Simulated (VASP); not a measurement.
Runs of VASP 6.6.1 on RbBr. The structure is that of space group Fm-3m (No. 225), or close to it. The cells are those of the table. 

```tsv
spin	cell	k mesh	smearing	gap on the mesh (eV)	pressure (GPa)	moment (μB)
non-collinear, zero start, SOC	a = 4.844 Å, angles 60.0°, 2 atoms	6 × 6 × 6	gaussian 0.01 eV	-	0.0	0.00
non-collinear, zero start, SOC	a = 4.819 Å, angles 60.0°, 2 atoms	6 × 6 × 6	gaussian 0.01 eV	-	(a)	0.00
off	a = 4.844 Å, angles 60.0°, 2 atoms	8 × 8 × 8	fermi-dirac 0.08 eV	4.22	0.0	-
off	a = 4.844 Å, angles 60.0°, 2 atoms	6 × 6 × 6	gaussian 0.01 eV	4.22	0.0	-
non-collinear, zero start, SOC	a = 4.868 Å, angles 60.0°, 2 atoms	6 × 6 × 6	gaussian 0.01 eV	-	-0.2	0.00
```

Alike in all rows: task single point; level PBEsol; potentials or basis VASP PAW PBE potentials, release 64 (Rb_sv, Br); cutoff (eV) 520.

Question: Estimate the missing entries.

Answer: (a) 0.2.

Caveats: the PAW data sets were made with another functional, which shifts forces and pressure a little.

A k mesh can miss the band edges, and rows without SOC leave out spin-orbit coupling on Br, Rb.
